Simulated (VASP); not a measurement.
# Fe (P6_3/mmc) in VASP: notebook

Runs on Fe. Level: PBEsol. Tasks: single point.

All numbers are computed with VASP 6.6.1; they aren't measurements. Logs are shortened: lines on timing, memory, paths and dates and some standing lists are left out, and cuts for length are marked.

### Step 1. The cell of the first run

Symmetry: P6_3/mmc, No. 194, hexagonal system. Conventional cell: a = 2.152 Å, b = 2.152 Å, c = 3.427 Å, α = 90.00°, β = 90.00°, γ = 120.00°. Fe (site symmetry -6m2) has 12 Fe at 2.12 to 2.15 Å within 2.8 Å.

### Step 2. Single point, PBEsol, collinear spin, ferromagnetic start (volume scaled by 0.7)

INCAR

```
SYSTEM = Fe
PREC = Accurate ; ENCUT = 600
EDIFF = 1E-6 ; ISMEAR = -1
SIGMA = 0.08 ; LREAL = .FALSE.
LASPH = .TRUE. ; NELM = 200
ALGO = Normal ; ISIF = 2
LWAVE = .FALSE. ; LCHARG = .FALSE.
ISPIN = 2 ; MAGMOM = 2.5 2.5
LORBIT = 11 ; LMAXMIX = 4
GGA = PS ; NBANDS = 19
GGA_COMPAT = .FALSE.
```

KPOINTS

```
regular mesh
0
G
  19 19 11
  0 0 0
```

POSCAR

```
Fe
1.0
    2.1523747754      0.0000000000      0.0000000000
   -1.0761873877      1.8640112340      0.0000000000
    0.0000000000      0.0000000000      3.4266783504
Fe
2
Direct
    0.3333333333      0.6666666667      0.2500000000
    0.6666666667      0.3333333333      0.7500000000
```

Potentials or basis: VASP PAW PBE potentials, release 64 (Fe).

Started as:

```
> cat potpaw_PBE.64/Fe/POTCAR > POTCAR
> mpirun -np 1 vasp_std > vasp.out
```

OUTCAR:

```text
SYSTEM = Fe
   PREC = Accurate
   ENCUT = 600
   EDIFF = 1E-6
   ISMEAR = -1
   LREAL = .FALSE.
   LASPH = .TRUE.
   NELM = 200
   ISIF = 2
   ISPIN = 2
   LORBIT = 11
   GGA = PS

 ion  position               nearest neighbor table
   1  0.333  0.667  0.250-   2 2.12   2 2.12   2 2.12   2 2.12   2 2.12   2 2.12   2 3.02   2 3.02
                             2 3.02   2 3.02   2 3.02   2 3.02
   2  0.667  0.333  0.750-   1 2.12   1 2.12   1 2.12   1 2.12   1 2.12   1 2.12   1 3.02   1 3.02
                             1 3.02   1 3.02   1 3.02   1 3.02

  LATTYP: Found a hexagonal cell.
 ALAT       =     2.1523747754
 C/A-ratio  =     1.5920453954

  Lattice vectors:

 A1 = (   2.1523747754,   0.0000000000,   0.0000000000)
 A2 = (  -1.0761873877,   1.8640112340,   0.0000000000)
 A3 = (   0.0000000000,   0.0000000000,   3.4266783504)

Analysis of symmetry for initial positions (statically):
=====================================================================
 Subroutine PRICEL returns:
 Original cell was already a primitive cell.

 Routine SETGRP: Setting up the symmetry group for a
 hexagonal supercell.

 Subroutine GETGRP returns: Found 24 space group operations
 (whereof 12 operations were pure point group operations)
 out of a pool of 24 trial point group operations.

The static configuration has the point symmetry D_3d.
 The point group associated with its full space group is D_6h.

Analysis of symmetry for dynamics (positions and initial velocities):
=====================================================================
 Subroutine PRICEL returns:
 Original cell was already a primitive cell.

 Routine SETGRP: Setting up the symmetry group for a
 hexagonal supercell.

 Subroutine GETGRP returns: Found 24 space group operations
 (whereof 12 operations were pure point group operations)
 out of a pool of 24 trial point group operations.

The dynamic configuration has the point symmetry D_3d.
 The point group associated with its full space group is D_6h.

Analysis of structural, dynamic, and magnetic symmetry:
=====================================================================
 Subroutine PRICEL returns:
 Original cell was already a primitive cell.

 Routine SETGRP: Setting up the symmetry group for a
 hexagonal supercell.

 Subroutine GETGRP returns: Found 24 space group operations
 (whereof 12 operations were pure point group operations)
 out of a pool of 24 trial point group operations.

The overall configuration has the point symmetry D_3d.
 The point group associated with its full space group is D_6h.

 Subroutine INISYM returns: Found 24 space group operations
 (whereof 12 operations are pure point group operations),
 and found     1 'primitive' translations

----------------------------------------------------------------------------------------

                                     Primitive cell

  volume of cell :      13.7480

  direct lattice vectors                    reciprocal lattice vectors
     2.152374775  0.000000000  0.000000000     0.464603103  0.268238727  0.000000000
    -1.076187388  1.864011234  0.000000000     0.000000000  0.536477453  0.000000000
     0.000000000  0.000000000  3.426678350     0.000000000  0.000000000  0.291827799

  length of vectors
     2.152374775  2.152374775  3.426678350     0.536477453  0.536477453  0.291827799

  position of ions in fractional coordinates (direct lattice)
     0.333333333  0.666666667  0.250000000
     0.666666667  0.333333333  0.750000000

  ion indices of the primitive-cell ions
   primitive index   ion index
                 1           1
                 2           2

----------------------------------------------------------------------------------------

 KPOINTS: regular mesh

Automatic generation of k-mesh.
 Grid dimensions read from file:
 generate k-points for:   19   19   11

 Generating k-lattice:

  Cartesian coordinates                     Fractional coordinates (reciprocal lattice)
     0.024452795  0.014117828  0.000000000     0.052631579  0.000000000  0.000000000
     0.000000000  0.028235655  0.000000000     0.000000000  0.052631579  0.000000000
     0.000000000  0.000000000  0.026529800     0.000000000  0.000000000  0.090909091

  Length of vectors
     0.028235655  0.028235655  0.026529800

  Shift w.r.t. Gamma in fractional coordinates (k-lattice)
     0.000000000  0.000000000  0.000000000

 Subroutine IBZKPT returns following result:
 ===========================================

 Found    240 irreducible k-points:

 Following reciprocal coordinates:
            Coordinates               Weight
  0.000000  0.000000  0.000000      1.000000
  0.052632  0.000000  0.000000      6.000000
  0.105263  0.000000  0.000000      6.000000
  0.157895  0.000000  0.000000      6.000000
  0.210526  0.000000  0.000000      6.000000
  0.263158  0.000000  0.000000      6.000000
[... 16 lines left out ...]
  0.263158  0.105263  0.000000     12.000000
  0.315789  0.105263  0.000000     12.000000
 [... further k-points ...]
   k-points           NKPTS =    240   k-points in BZ     NKDIM =    240   number of bands    NBANDS=     19
   number of dos      NEDOS =    301   number of ions     NIONS =      2
   total plane-waves  NPLWV =   9072
   dimension x,y,z NGX =    18 NGY =   18 NGZ =   28
   dimension x,y,z NGXF=    36 NGYF=   36 NGZF=   56
   ions per type =               2
   NGX,Y,Z   is equivalent  to a cutoff of  13.90, 13.90, 13.58 a.u.
   NGXF,Y,Z  is equivalent  to a cutoff of  27.81, 27.81, 27.17 a.u.
 SYSTEM =  Fe
   PREC   = accura    normal or accurate (medium, high low for compatibility)
   ISTART =      0    job   : 0-new  1-cont  2-samecut
   ICHARG =      2    charge: 1-file 2-atom 10-const
   ISPIN  =      2    spin polarized calculation?
   LNONCOLLINEAR =      F non collinear calculations
   LSORBIT =      F    spin-orbit coupling
   LASPH  =      T    aspherical Exc in radial PAW
   ENCUT  =  600.0 eV  44.10 Ry    6.64 a.u.   4.30  4.30  6.84*2*pi/ulx,y,z
   NELM   =    200;   NELMIN=  2; NELMDL= -5     # of ELM steps
   EDIFF  = 0.1E-05   stopping-criterion for ELM
   LREAL  =      F    real-space projection
   EDIFFG = 0.1E-04   stopping-criterion for IOM
   NSW    =      0    number of steps for IOM
   IBRION =     -1    ionic relax: 0-MD 1-quasi-New 2-CG
   NFREE  =      0    steps in history (QN), initial steepest desc. (CG)
   ISIF   =      2    stress and relaxation
   ISYM   =      2    0-nonsym 1-usesym 2-fastsym
   POTIM  = 0.5000    time-step for ionic-motion
   TEBEG  =    0.0;   TEEND  =   0.0 temperature during run
   PSTRESS=    0.0 pullay stress
   NELECT =      16.0000    total number of electrons
   NUPDOWN=      -1.0000    fix difference up-down
   EMIN   =  10.00;   EMAX   =-10.00  energy-range for DOS
   EFERMI =   0.00;   METHOD = LEGACY
   ISMEAR =    -1;   SIGMA  =   0.08  broadening in eV -4-tet -1-fermi 0-gaus
   EFERMI_NEDOS =   21; number of points for ismear=-14 and -15
   IALGO  =     38    algorithm
   IMIX   =      4    mixing-type and parameters
     AMIX     =   0.40;   BMIX     =  1.00
     AMIX_MAG =   1.60;   BMIX_MAG =  1.00
  volume/ion in A,a.u.               =       6.87        46.39
  Fermi-wavevector in a.u.,A,eV,Ry     =   1.722007  3.254121 40.345465  2.965308
  Thomas-Fermi vector in A             =   2.798152
   LORBIT       =     11    0 simple, 1 ext, 2 COOP (PROOUT), +10 PAW based schemes
   GGA     = PS    functional components
   LHFCALC =     F    Hartree Fock is set to
   AEXX    =    0.0000 exact exchange contribution
   IVDW    =     0    specifies the selected vdW correction
   LEPSILON=     F    determine dielectric tensor
   LRPA    =     F    only Hartree local field effects (RPA)
 spin polarized calculation
  energy-cutoff  :      600.00
  volume of cell :       13.75
 maximum number of plane-waves:       488
 NGX is ok and might be reduce to    18
   NGX =  9   NGY =  9   NGZ = 13

 number of electron      15.9999998 magnetization      -0.0088580

 number of electron      15.9999998 magnetization       0.0000191

 Free energy of the ion-electron system (eV)
  ---------------------------------------------------
  ext. energy  EPLUGINS =         0.00000000
  ---------------------------------------------------
  free energy    TOTEN  =       -14.50170156 eV

  energy without entropy =      -14.47353871  energy(sigma->0) =      -14.48762013

 E-fermi :  12.2441     XC(G=0): -16.4007

 val. band max:       12.2300870012   @ k =   0.3684   0.0526   0.3636
 cond. band min:      12.2467769709   @ k =   0.3158   0.3158   0.2727
 fundamental gap:      0.0166899697
 Fermi energy:        12.2440936648

 spin component 1

 k-point     1 :       0.0000    0.0000    0.0000
  band No.  band energies     occupation
      1       1.0485      1.00000
      2       4.2993      1.00000
      3       9.2369      1.00000
      4       9.2369      1.00000
      5       9.4186      1.00000
      6      10.0908      1.00000
[... 11 lines left out ...]
     18      47.0464      0.00000
     19      47.3970      0.00000
[... 485 lines left out ...]
 k-point    24 :       0.3158    0.1053    0.0000
  band No.  band energies     occupation
      1       5.0124      1.00000
      2       5.6036      1.00000
      3       5.6884      1.00000
      4       7.9919      1.00000
      5       8.7837      1.00000
      6       9.9016      1.00000
[... 11 lines left out ...]
     18      39.6987      0.00000
     19      45.2138      0.00000

 [... further k-points ...]

 spin component 2

 k-point     1 :       0.0000    0.0000    0.0000
  band No.  band energies     occupation
      1       1.0485      1.00000
      2       4.2993      1.00000
      3       9.2369      1.00000
      4       9.2369      1.00000
      5       9.4187      1.00000
      6      10.0908      1.00000
[... 11 lines left out ...]
     18      47.0465      0.00000
     19      47.3970      0.00000
[... 485 lines left out ...]
 k-point    24 :       0.3158    0.1053    0.0000
  band No.  band energies     occupation
      1       5.0124      1.00000
      2       5.6036      1.00000
      3       5.6884      1.00000
      4       7.9919      1.00000
      5       8.7837      1.00000
      6       9.9016      1.00000
[... 11 lines left out ...]
     18      39.6986      0.00000
     19      45.2138      0.00000

 [... further k-points ...]
[... 5 lines left out ...]
  --------------------------------------------------------------------------------------
  -------------------------------------------------------------------------------------
  Total       22.0590185     22.0590185     21.9831492     -0.0000000      0.0000000      0.0000000
  in kB     2570.7332016   2570.7332017   2561.8914811     -0.0000000      0.0000000      0.0000000
  external PRESSURE =    2567.7859615 kB  Pullay stress =       0.0000000 kB

 VOLUME and BASIS-vectors are now :
 -----------------------------------------------------------------------------
  energy-cutoff  :      600.00
  volume of cell :       13.75
      direct lattice vectors                 reciprocal lattice vectors
     2.152374775  0.000000000  0.000000000     0.464603103  0.268238727  0.000000000
    -1.076187388  1.864011234  0.000000000     0.000000000  0.536477453  0.000000000
     0.000000000  0.000000000  3.426678350     0.000000000  0.000000000  0.291827799

 POSITION                                       TOTAL-FORCE (eV/Angst)
 -----------------------------------------------------------------------------------
     -0.00000      1.24267      0.85667        -0.000000     -0.000000      0.000000
      1.07619      0.62134      2.57001         0.000000      0.000000      0.000000
 -----------------------------------------------------------------------------------
    total drift:                                0.000000     -0.000000     -0.000000

  FREE ENERGIE OF THE ION-ELECTRON SYSTEM (eV)
  ---------------------------------------------------
  free  energy   TOTEN  =       -14.5017015581 eV

  energy  without entropy=      -14.4735387097  energy(sigma->0) =      -14.48762013

 total charge

# of ion       s       p       d       tot
------------------------------------------
    1        0.789   1.155   7.001   8.945
    2        0.789   1.155   7.001   8.945
--------------------------------------------------
tot          1.579   2.309  14.003  17.890

 magnetization (x)

# of ion       s       p       d       tot
------------------------------------------
    1       -0.000  -0.000   0.000  -0.000
    2       -0.000  -0.000   0.000  -0.000
--------------------------------------------------
tot         -0.000  -0.000   0.000  -0.000
```

Wall time 55 s (1 thread of Intel Xeon 6975P-C (Granite Rapids), shared host); peak memory 0.22 GiB.

What came out:

```
Free energy            : -14.5017 eV
Pressure               : 256.8 GPa
Band gap on the k mesh : zero (filled and empty bands overlap)
Net moment             : 0.00 μB per cell
```

Caveat: the cell differs from its parent crystal (volume scaled by 0.7); the starting moments collapsed, and a magnetic state may lie lower; the PAW data sets were made with another functional, which shifts forces and pressure a little.

### Step 3. Single point, PBEsol, collinear spin, ferromagnetic start

This run uses another cell than the first one, of 7.86 Å³/atom, 1.143 times its volume.

INCAR

```
SYSTEM = Fe
  PREC = Accurate
  ENCUT = 600
  EDIFF = 1E-6
  ISMEAR = -1
  SIGMA = 0.08
  LREAL = .False.
  LASPH = .True.
  NELM = 200
  ALGO = Normal
  ISIF = 2
  LWAVE = .False.
  LCHARG = .False.
  ISPIN = 2
  MAGMOM = 2.5 2.5
  LORBIT = 11
  LMAXMIX = 4
  GGA = PS
  NBANDS = 19
  GGA_COMPAT = .False.
```

KPOINTS

```
regular mesh
0
Gamma
  19 19 11
  0 0 0
```

POSCAR

```
Fe
1.0
    2.2520258356      0.0000000000      0.0000000000
   -1.1260129178      1.9503115836      0.0000000000
    0.0000000000      0.0000000000      3.5772915620
Fe
2
Direct
    0.3333333333      0.6666666667      0.2500000000
    0.6666666667      0.3333333333      0.7500000000
```

Potentials or basis: VASP PAW PBE potentials, release 64 (Fe).

Started as:

```
> cat potpaw_PBE.64/Fe/POTCAR > POTCAR
> mpirun -np 1 vasp_std > vasp.out
```

It took 61 s on 1 thread of Intel Xeon 6975P-C (Granite Rapids), shared host; peak memory 0.23 GiB.

It converged, with:

| Quantity | Value |
| --- | --- |
| Free energy | -16.7200 eV |
| Pressure | 118.7 GPa |
| Band gap on the k mesh | zero (filled and empty bands overlap) |
| Net moment | 0.00 μB per cell |

Stress tensor (GPa, compression positive):
```
118.86   0.00   0.00
  0.00 118.86   0.00
  0.00   0.00 118.50
```

Levels at points of the mesh, in eV from the Fermi level:
Spin up:
```csv
k point,band 6,band 7,band 8,band 9,band 10,band 11
"(0.00, 0.00, 0.00)",-1.76,-1.76,-1.21,-1.21,0.69,1.04
```
Spin down:
```tsv
k point	band 4	band 5	band 6	band 7	band 8	band 9	band 10	band 11	band 12	band 13
(0.00, 0.00, 0.00)	-2.45	-2.29	-1.76	-1.76	-1.21	-1.21	0.69	1.04	1.04	11.75
```

Caveat: the starting moments collapsed, and a magnetic state may lie lower; the PAW data sets were made with another functional, which shifts forces and pressure a little.

(Part 1 of 2 ends here.)
